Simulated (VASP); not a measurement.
**PC: single point with PBE**

Crystal: PC.

```
CELL_PARAMETERS angstrom
2.79319 0.00000 0.00000
-1.39659 2.41897 0.00000
0.00000 0.00000 2.66867
ATOMIC_POSITIONS crystal
P 0.66667 0.33333 0.00000
C 0.00000 0.00000 0.50000
```

```json
{"Program": "VASP 6.6.1", "Task": "single point", "Functional": "PBE", "Potentials or basis": "VASP PAW PBE potentials, release 64 (P, C)", "Cutoff": "600 eV", "k mesh": "8 × 8 × 4", "Occupations": "gaussian, width 0.2 eV", "Spin": "no spin polarisation"}
```

| Property | Result |
| --- | --- |
| Pressure | -0.6 GPa |

Stress tensor (GPa, compression positive):
```
-0.70  0.00  0.00
 0.00 -0.70  0.00
 0.00  0.00 -0.33
```

Levels at points of the mesh, in eV from the Fermi level:
```tsv
k point	band 1	band 2	band 3	band 4	band 5	band 6	band 7	band 8	band 9
(0.00, 0.00, 0.00)	-19.16	-3.21	-1.13	-1.13	0.67	4.81	4.81	5.54	11.84
(0.50, 0.00, 0.00)	-14.52	-12.45	-4.07	-0.22	0.59	4.87	5.68	7.37	9.84
(0.00, 0.00, 0.50)	-14.58	-14.39	1.22	1.22	5.09	5.09	6.19	6.70	10.82
(0.50, 0.00, 0.50)	-10.32	-9.82	-7.99	-7.52	-0.82	1.88	4.31	5.95	16.40
```

Wall time 8.4 s on 1 thread of AMD EPYC 7R43 64-Core Processor (Zen 3), with other jobs on the host, peak memory 0.1 GiB.

Caveat: the k points lie up to 0.59 Å⁻¹ apart.
